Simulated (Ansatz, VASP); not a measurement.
**One calculation of LiH, two programs**

File INCAR:

```
SYSTEM = LiH
  PREC = Accurate
  ENCUT = 520
  EDIFF = 1E-6
  ISMEAR = 0
  SIGMA = 0.05
  LREAL = .False.
  LASPH = .True.
  NELM = 100
  ALGO = Normal
  ISIF = 2
  LWAVE = .False.
  LCHARG = .True.
  LELF = .True.
  LVHAR = .True.
  NBANDS = 9
```

File KPOINTS:

```
regular mesh
0
Gamma
  10 10 10
  0 0 0
```

The input POSCAR:

```
LiH
1.0
    0.0000000000      2.0325000000      2.0325000000
    2.0325000000      0.0000000000      2.0325000000
    2.0325000000      2.0325000000      0.0000000000
Li H
1 1
Direct
    0.0000000000      0.0000000000      0.0000000000
    0.5106522190      0.5106522190      0.5106522190
```

Input for Ansatz:

```yaml
crystal:
  lattice:
    - [0.0, 2.0325, 2.0325]
    - [2.0325, 0.0, 2.0325]
    - [2.0325, 2.0325, 0.0]
  atoms:
    - { symbol: Li, position: [0.0, 0.0, 0.0] }
    - { symbol: H, position: [0.510652219, 0.510652219, 0.510652219] }
basis:
  ecutwfc: 420
kpoints:
  mp_grid: { grid: [10, 10, 10] }
hamiltonian:
  xc: lda
scf:
  occupations: { method: gaussian, width: 0.05 }
output:
  forces: true
  stress: true
  eigenvalues: true
```

Change from the starting cell: all H atoms moved +0.075 Å, as atom 2 along Cartesian [1 1 1].

Alike in both runs: task single point; functional LDA; k mesh 10 × 10 × 10; occupations gaussian, width 0.05 eV; no spin polarisation.

|  | VASP | Ansatz |
| --- | --- | --- |
| version | VASP 6.6.1 | Ansatz 0.2.0 |
| potentials or method | VASP PAW LDA potentials, release 64 (Li_sv, H), cutoff 520 eV | scalar-relativistic, plane waves, PAW |
| valence electrons in the cell | 4 | 4 |

VASP gave:

| Property | Result |
| --- | --- |
| gap on the k mesh at the Fermi level (eV) | 2.68 |
| least direct gap on the mesh (eV) | 2.68 |
| rms of the force components (eV/Å) | 0.040 |

Problem. What did Ansatz give for the same quantities?

Solution. gap on the k mesh at the Fermi level (eV): 2.69; least direct gap on the mesh (eV): 2.69; rms of the force components (eV/Å): 0.040.

LDA's correlation is that of Perdew and Zunger in VASP and of Perdew and Wang (1992) in Ansatz. Atom by atom the forces differ by 0.000 eV/Å (rms over components).

Noted on VASP's run: the cutoff is under 1.25 times that of the potentials, so the pressure is a little rough.
